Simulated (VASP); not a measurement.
# ScAl7N8 (sol) (Cm) in VASP: single point with PBEsol

Aim: the single point of ScAl7N8 (sol) with PBEsol.

Everything below comes from runs of VASP 6.6.1. Logs are shortened: lines on timing, memory, paths and dates and some standing lists are left out, and cuts for length are marked.

## Step 1: The cell of the first run

The structure is monoclinic, space group Cm (No. 8). The conventional cell has a = 10.028 Å, b = 6.331 Å, c = 7.429 Å, α = 90.00°, β = 132.36°, γ = 90.00°. Sc (site symmetry m) has 3 N at 1.83 Å within 2.4 Å. Within 2.4 Å of Al (site symmetry 1) lie 3 N at 1.83 Å. Al (site symmetry m) has 3 N at 1.83 Å within 2.4 Å. Al (site symmetry 1) has 3 N at 1.83 Å within 2.4 Å. Within 2.4 Å of Al (site symmetry m) lie 3 N at 1.83 Å. Within 2.4 Å of Al (site symmetry m) lie 3 N at 1.83 Å. N (site symmetry m) has 3 Al at 1.83 Å within 2.4 Å. Within 2.4 Å of N (site symmetry m) lie 3 Al at 1.83 Å.

## Step 2: Single point, PBEsol

File INCAR:

```
SYSTEM = ScAl7N8
PREC     = Accurate       ! precision mode
ENCUT    = 520            ! plane-wave cutoff, eV
EDIFF    = 1E-6           ! SCF threshold, eV
ISMEAR   = 0              ! smearing method
SIGMA    = 0.01           ! smearing width, eV
LREAL    = Auto         
LASPH    = .True.         ! aspherical terms in the spheres
NELM     = 60             ! most SCF steps
ALGO     = Normal         ! electronic algorithm
ISIF     = 2              ! what is computed and relaxed
LWAVE    = .False.        ! write WAVECAR
LCHARG   = .False.        ! write CHGCAR
GGA      = PS             ! functional
NBANDS   = 50             ! bands
```

File KPOINTS:

```
Automatic mesh
0
Gamma
  6 6 6
  0 0 0
```

File POSCAR:

```
ScAl7N8
1.0
    3.1653429529     -0.0036621200      5.0137535171
    3.1653429529      0.0036621200     -5.0137535171
   -3.1653429529      5.4897408600     -0.0040008947
Sc Al N
1 7 8
Direct
    0.1371666700      0.1961666700      0.3333333300
    0.1371666700      0.1961666700      0.8333333300
    0.6371666700      0.6961666700      0.3333333300
    0.6371666700      0.6961666700      0.8333333300
    0.0538333300      0.6128333300      0.1666666700
    0.5538333300      0.1128333300      0.1666666700
    0.0538333300      0.6128333300      0.6666666700
    0.5538333300      0.1128333300      0.6666666700
    0.3871666700      0.9461666700      0.3333333300
    0.8871666700      0.4461666700      0.3333333300
    0.3871666700      0.9461666700      0.8333333300
    0.8871666700      0.4461666700      0.8333333300
    0.3038333300      0.3628333300      0.1666666700
    0.3038333300      0.3628333300      0.6666666700
    0.8038333300      0.8628333300      0.1666666700
    0.8038333300      0.8628333300      0.6666666700
```

Potentials or basis: VASP PAW PBE potentials, release 64 (Sc_sv, Al, N).

Command:

```bash
cat potpaw_PBE.64/Sc_sv/POTCAR potpaw_PBE.64/Al/POTCAR potpaw_PBE.64/N/POTCAR > POTCAR
mpirun -np 1 vasp_std > vasp.out
```

OUTCAR:

```text
SYSTEM = ScAl7N8
   PREC = Accurate
   ENCUT = 520
   EDIFF = 1E-6
   ISMEAR = 0
   LREAL = Auto
   LASPH = .True.
   NELM = 60
   ISIF = 2
   GGA = PS

 ion  position               nearest neighbor table
   1  0.137  0.196  0.333-  13 1.83  15 1.83  14 1.83  10 2.51   9 2.51   8 3.10   5 3.10   6 3.10
                             6 3.10   5 3.10   7 3.11   3 3.17   3 3.17   4 3.17   2 3.17   2 3.17
   2  0.137  0.196  0.833-  14 1.83  16 1.83  13 1.83  12 2.51  11 2.51   6 3.10   7 3.10   8 3.10
                             8 3.10   7 3.10   5 3.11   4 3.17   4 3.17   1 3.17   3 3.17   1 3.17
   3  0.637  0.696  0.333-  15 1.83  13 1.83  16 1.83  10 2.51   9 2.51   7 3.10   6 3.10   5 3.10
                             5 3.10   6 3.10   8 3.11   1 3.17   1 3.17   4 3.17   2 3.17   4 3.17
   4  0.637  0.696  0.833-  16 1.83  14 1.83  15 1.83  12 2.51  11 2.51   5 3.10   8 3.10   7 3.10
                             7 3.10   8 3.10   6 3.11   2 3.17   2 3.17   3 3.17   1 3.17   3 3.17
   5  0.054  0.613  0.167-  10 1.83   9 1.83  12 1.83  13 2.51  15 2.51   4 3.10   1 3.10   3 3.10
                             3 3.10   1 3.10   2 3.11   6 3.17   6 3.17   7 3.17   7 3.17   8 3.17
   6  0.554  0.113  0.167-   9 1.83  10 1.83  11 1.83  13 2.51  15 2.51   2 3.10   3 3.10   1 3.10
                             1 3.10   3 3.10   4 3.11   5 3.17   5 3.17   7 3.17   8 3.17   8 3.17
   7  0.054  0.613  0.667-  12 1.83  11 1.83  10 1.83  14 2.51  16 2.51   3 3.10   2 3.10   4 3.10
                             4 3.10   2 3.10   1 3.11   8 3.17   8 3.17   6 3.17   5 3.17   5 3.17
   8  0.554  0.113  0.667-  11 1.83  12 1.83   9 1.83  14 2.51  16 2.51   1 3.10   4 3.10   2 3.10
                             2 3.10   4 3.10   3 3.11   7 3.17   7 3.17   6 3.17   6 3.17   5 3.17
   9  0.387  0.946  0.333-   6 1.83   5 1.83   8 1.83   3 2.51   1 2.51
  10  0.887  0.446  0.333-   5 1.83   6 1.83   7 1.83   3 2.51   1 2.51
  11  0.387  0.946  0.833-   8 1.83   7 1.83   6 1.83   4 2.51   2 2.51
  12  0.887  0.446  0.833-   7 1.83   8 1.83   5 1.83   4 2.51   2 2.51
  13  0.304  0.363  0.167-   1 1.83   3 1.83   2 1.83   5 2.51   6 2.51
  14  0.304  0.363  0.667-   2 1.83   4 1.83   1 1.83   7 2.51   8 2.51
  15  0.804  0.863  0.167-   3 1.83   1 1.83   4 1.83   5 2.51   6 2.51
  16  0.804  0.863  0.667-   4 1.83   2 1.83   3 1.83   7 2.51   8 2.51

  LATTYP: Found a base centered monoclinic cell.
 ALAT       =    10.0275097091
 B/A-ratio  =     0.6313318151
 C/A-ratio  =     0.7408930550
 COS(beta)  =    -0.6737829789

  Lattice vectors:

 A1 = (   3.1653429529,   0.0036621200,  -5.0137535171)
 A2 = (  -3.1653429529,   0.0036621200,  -5.0137535171)
 A3 = (   0.0000000000,   5.4860787400,   5.0097526224)

Analysis of symmetry for initial positions (statically):
=====================================================================
 Subroutine PRICEL returns:
 Original cell was already a primitive cell.

 Routine SETGRP: Setting up the symmetry group for a
 base centered monoclinic supercell.

 Subroutine GETGRP returns: Found  2 space group operations
 (whereof  2 operations were pure point group operations)
 out of a pool of  4 trial point group operations.

The static configuration has the point symmetry C_1h.

Analysis of symmetry for dynamics (positions and initial velocities):
=====================================================================
 Subroutine PRICEL returns:
 Original cell was already a primitive cell.

 Routine SETGRP: Setting up the symmetry group for a
 base centered monoclinic supercell.

 Subroutine GETGRP returns: Found  2 space group operations
 (whereof  2 operations were pure point group operations)
 out of a pool of  4 trial point group operations.

The dynamic configuration has the point symmetry C_1h.

 Subroutine INISYM returns: Found  2 space group operations
 (whereof  2 operations are pure point group operations),
 and found     1 'primitive' translations

----------------------------------------------------------------------------------------

                                     Primitive cell

  volume of cell :     174.2470

  direct lattice vectors                    reciprocal lattice vectors
     3.165342953 -0.003662120  5.013753517     0.157960767  0.091151708  0.099792263
     3.165342953  0.003662120 -5.013753517     0.157960767  0.091006349 -0.099659212
    -3.165342953  5.489740860 -0.004000895     0.000000000  0.182158058  0.000133051

  length of vectors
     5.929345137  5.929345137  6.336928809     0.207891158  0.207763611  0.182158106

  position of ions in fractional coordinates (direct lattice)
     0.137166670  0.196166670  0.333333330
     0.137166670  0.196166670  0.833333330
     0.637166670  0.696166670  0.333333330
     0.637166670  0.696166670  0.833333330
     0.053833330  0.612833330  0.166666670
     0.553833330  0.112833330  0.166666670
[... 8 lines left out ...]
     0.803833330  0.862833330  0.166666670
     0.803833330  0.862833330  0.666666670

  ion indices of the primitive-cell ions
   primitive index   ion index
                 1           1
                 2           2
                 3           3
                 4           4
                 5           5
                 6           6
[... 8 lines left out ...]
                15          15
                16          16

----------------------------------------------------------------------------------------

 KPOINTS: Automatic mesh

Automatic generation of k-mesh.
 Grid dimensions read from file:
 generate k-points for:    6    6    6

 Generating k-lattice:

  Cartesian coordinates                     Fractional coordinates (reciprocal lattice)
     0.026326794  0.015191951  0.016632044     0.166666667  0.000000000  0.000000000
     0.026326794  0.015167725 -0.016609869     0.000000000  0.166666667 -0.000000000
     0.000000000  0.030359676  0.000022175    -0.000000000  0.000000000  0.166666667

  Length of vectors
     0.034648526  0.034627268  0.030359684

  Shift w.r.t. Gamma in fractional coordinates (k-lattice)
     0.000000000  0.000000000  0.000000000

 Subroutine IBZKPT returns following result:
 ===========================================

 Found     68 irreducible k-points:

 Following reciprocal coordinates:
            Coordinates               Weight
  0.000000  0.000000  0.000000      1.000000
  0.166667  0.000000  0.000000      4.000000
  0.333333  0.000000 -0.000000      4.000000
  0.500000  0.000000  0.000000      2.000000
  0.000000  0.166667  0.000000      4.000000
  0.166667  0.166667  0.000000      4.000000
[... 16 lines left out ...]
  0.333333 -0.000000  0.166667      4.000000
  0.500000  0.000000  0.166667      4.000000
 [... further k-points ...]
   k-points           NKPTS =     68   k-points in BZ     NKDIM =     68   number of bands    NBANDS=     50
   number of dos      NEDOS =    301   number of ions     NIONS =     16
   total plane-waves  NPLWV = 110592
   dimension x,y,z NGX =    48 NGY =   48 NGZ =   48
   dimension x,y,z NGXF=    96 NGYF=   96 NGZF=   96
   ions per type =               1   7   8
   NGX,Y,Z   is equivalent  to a cutoff of  13.46, 13.46, 12.59 a.u.
   NGXF,Y,Z  is equivalent  to a cutoff of  26.92, 26.92, 25.19 a.u.
 SYSTEM =  ScAl7N8
   PREC   = accura    normal or accurate (medium, high low for compatibility)
   ISTART =      0    job   : 0-new  1-cont  2-samecut
   ICHARG =      2    charge: 1-file 2-atom 10-const
   ISPIN  =      1    spin polarized calculation?
   LNONCOLLINEAR =      F non collinear calculations
   LSORBIT =      F    spin-orbit coupling
   LASPH  =      T    aspherical Exc in radial PAW
   ENCUT  =  520.0 eV  38.22 Ry    6.18 a.u.  11.02 11.02 11.78*2*pi/ulx,y,z
   NELM   =     60;   NELMIN=  2; NELMDL= -5     # of ELM steps
   EDIFF  = 0.1E-05   stopping-criterion for ELM
   LREAL  =      T    real-space projection
   EDIFFG = 0.1E-04   stopping-criterion for IOM
   NSW    =      0    number of steps for IOM
   IBRION =     -1    ionic relax: 0-MD 1-quasi-New 2-CG
   NFREE  =      0    steps in history (QN), initial steepest desc. (CG)
   ISIF   =      2    stress and relaxation
   ISYM   =      2    0-nonsym 1-usesym 2-fastsym
   POTIM  = 0.5000    time-step for ionic-motion
   TEBEG  =    0.0;   TEEND  =   0.0 temperature during run
   PSTRESS=    0.0 pullay stress
   NELECT =      72.0000    total number of electrons
   NUPDOWN=      -1.0000    fix difference up-down
   EMIN   =  10.00;   EMAX   =-10.00  energy-range for DOS
   EFERMI =   0.00;   METHOD = LEGACY
   ISMEAR =     0;   SIGMA  =   0.01  broadening in eV -4-tet -1-fermi 0-gaus
   EFERMI_NEDOS =   21; number of points for ismear=-14 and -15
   IALGO  =     38    algorithm
   IMIX   =      4    mixing-type and parameters
     AMIX     =   0.40;   BMIX     =  1.00
     AMIX_MAG =   1.60;   BMIX_MAG =  1.00
  volume/ion in A,a.u.               =      10.89        73.49
  Fermi-wavevector in a.u.,A,eV,Ry     =   1.219356  2.304249 20.229540  1.486829
  Thomas-Fermi vector in A             =   2.354611
   LORBIT       =      0    0 simple, 1 ext, 2 COOP (PROOUT), +10 PAW based schemes
   GGA     = PS    functional components
   LHFCALC =     F    Hartree Fock is set to
   AEXX    =    0.0000 exact exchange contribution
   IVDW    =     0    specifies the selected vdW correction
   LEPSILON=     F    determine dielectric tensor
   LRPA    =     F    only Hartree local field effects (RPA)
 non-spin polarized calculation
 Gauss-broadening in eV      SIGMA  =   0.01
  energy-cutoff  :      520.00
  volume of cell :      174.25
 maximum number of plane-waves:      4730
 NGX is ok and might be reduce to    48
   NGX = 23   NGY = 23   NGZ = 23

 number of electron      72.0000007 magnetization

 Free energy of the ion-electron system (eV)
  ---------------------------------------------------
  ext. energy  EPLUGINS =         0.00000000
  ---------------------------------------------------
  free energy    TOTEN  =      -123.09453812 eV

  energy without entropy =     -123.09453812  energy(sigma->0) =     -123.09453812

 E-fermi :   6.8245     XC(G=0): -11.0559

 val. band max:        6.6920422828   @ k =   0.0000   0.0000   0.0000
 cond. band min:       9.0006062486   @ k =   0.0000   0.0000   0.0000
 fundamental gap:      2.3085639658
 Fermi energy:         6.8244608793

 k-point     1 :       0.0000    0.0000    0.0000
  band No.  band energies     occupation
      1     -39.7334      2.00000
      2     -19.0490      2.00000
      3     -19.0445      2.00000
      4     -18.6431      2.00000
      5      -9.2734      2.00000
      6      -7.5650      2.00000
[... 40 lines left out ...]
     47      13.1546      0.00000
     48      13.2469      0.00000

 k-point     2 :       0.1667    0.0000    0.0000
  band No.  band energies     occupation
      1     -39.7334      2.00000
      2     -19.0496      2.00000
      3     -19.0447      2.00000
      4     -18.6434      2.00000
      5      -9.1609      2.00000
      6      -7.5763      2.00000
[... 40 lines left out ...]
     47      13.0772      0.00000
     48      13.3441      0.00000

 k-point     3 :       0.3333    0.0000   -0.0000
  band No.  band energies     occupation
      1     -39.7334      2.00000
      2     -19.0507      2.00000
      3     -19.0451      2.00000
      4     -18.6439      2.00000
      5      -8.8418      2.00000
      6      -7.8431      2.00000
[... 1060 lines left out ...]
     47      13.3689      0.00000
     48      13.6067      0.00000

 k-point    24 :       0.5000    0.0000    0.1667
  band No.  band energies     occupation
      1     -39.7334      2.00000
      2     -19.0512      2.00000
      3     -19.0453      2.00000
      4     -18.6441      2.00000
      5      -8.5162      2.00000
      6      -8.1043      2.00000
[... 40 lines left out ...]
     47      13.3062      0.00000
     48      13.7513      0.00000

 [... further k-points ...]

 [bands above 48 left out]

------------------------ aborting loop because EDIFF is reached ----------------------------------------

  FORCE on cell =-STRESS in cart. coord.  units (eV):
  Direction    XX          YY          ZZ          XY          YZ          ZX
  --------------------------------------------------------------------------------------
  -------------------------------------------------------------------------------------
  Total       21.9144144     21.2846662    -14.9436012      0.0000000      0.1640824      0.0000000
  in kB      201.5000192    195.7095721   -137.4043536      0.0000000      1.5087154      0.0000000
  external PRESSURE =      86.6017459 kB  Pullay stress =       0.0000000 kB

 VOLUME and BASIS-vectors are now :
 -----------------------------------------------------------------------------
  energy-cutoff  :      520.00
  volume of cell :      174.25
      direct lattice vectors                 reciprocal lattice vectors
     3.165342953 -0.003662120  5.013753517     0.157960767  0.091151708  0.099792263
     3.165342953  0.003662120 -5.013753517     0.157960767  0.091006349 -0.099659212
    -3.165342953  5.489740860 -0.004000895     0.000000000  0.182158058  0.000133051

 POSITION                                       TOTAL-FORCE (eV/Angst)
 -----------------------------------------------------------------------------------
      0.00000      1.83013     -0.29715         0.000000      0.075845     -0.002066
     -1.58267      4.57500     -0.29915         0.374033      0.224263      0.002130
      3.16534      1.83013     -0.29715         0.000000     -0.393128      0.002409
      1.58267      4.57500     -0.29915        -0.374033      0.224263      0.002130
      1.58267      0.91700     -2.80336         0.000618     -0.136125      0.001132
      1.58267      0.91334      2.21040        -0.000618     -0.136125      0.001132
[... 8 lines left out ...]
      4.74801      0.91517     -0.29648        -4.089943     -2.368789      0.000019
      3.16534      3.66004     -0.29848         0.000000     -0.048834     -0.001715
 -----------------------------------------------------------------------------------
    total drift:                               -0.000041      0.000607      0.031451

  FREE ENERGIE OF THE ION-ELECTRON SYSTEM (eV)
  ---------------------------------------------------
  free  energy   TOTEN  =      -123.0945381213 eV

  energy  without entropy=     -123.0945381213  energy(sigma->0) =     -123.09453812
```

It took 11 min on 1 thread of AMD EPYC 9R45 (Zen 5), shared host; peak memory 0.51 GiB.

Results:

* Free energy: -123.0945 eV
* Pressure: 8.7 GPa
* Largest force: 4.726 eV/Å
* Band gap on the k mesh: 2.31 eV, direct

Forces in eV/Å, atoms in the order of the input:
```
Sc   0.000  0.076 -0.002
Al   0.374  0.224  0.002
Al   0.000 -0.393  0.002
Al  -0.374  0.224  0.002
Al   0.001 -0.136  0.001
Al  -0.001 -0.136  0.001
Al   0.000  0.090 -0.037
Al   0.000  0.091  0.043
N    0.000  0.028  0.012
N    0.000  0.029 -0.016
N    0.000  0.019 -0.001
N    0.000  0.019 -0.001
N    4.090 -2.369  0.000
N    0.000  4.652 -0.004
N   -4.090 -2.369  0.000
N    0.000 -0.049 -0.002
```

Levels at points of the mesh, in eV from the valence-band top:
| k point | band 32 | band 33 | band 34 | band 35 | band 36 | band 37 | band 38 | band 39 | band 40 | band 41 |
| --- | --- | --- | --- | --- | --- | --- | --- | --- | --- | --- |
| (0.00, 0.00, 0.00) | -2.08 | -1.92 | -1.64 | -1.28 | 0.00 | 2.31 | 3.51 | 3.86 | 4.03 | 4.16 |
| (0.50, 0.00, 0.00) | -1.73 | -1.49 | -1.27 | -1.23 | -1.10 | 3.78 | 4.39 | 4.45 | 4.67 | 4.99 |
| (0.00, 0.50, 0.00) | -1.74 | -1.50 | -1.26 | -1.23 | -1.10 | 3.79 | 4.38 | 4.46 | 4.67 | 4.99 |
| (0.50, 0.50, 0.00) | -2.26 | -2.17 | -2.01 | -1.65 | -1.37 | 3.81 | 3.91 | 4.37 | 4.50 | 4.79 |
| (0.00, 0.00, 0.50) | -1.68 | -1.59 | -1.21 | -0.79 | -0.64 | 3.93 | 4.41 | 4.58 | 4.58 | 4.68 |
| (0.50, 0.50, 0.50) | -2.19 | -2.04 | -1.99 | -1.70 | -1.26 | 3.73 | 4.21 | 4.50 | 5.22 | 5.32 |

Caveat: the PAW data sets were made with another functional, which shifts forces and pressure a little.
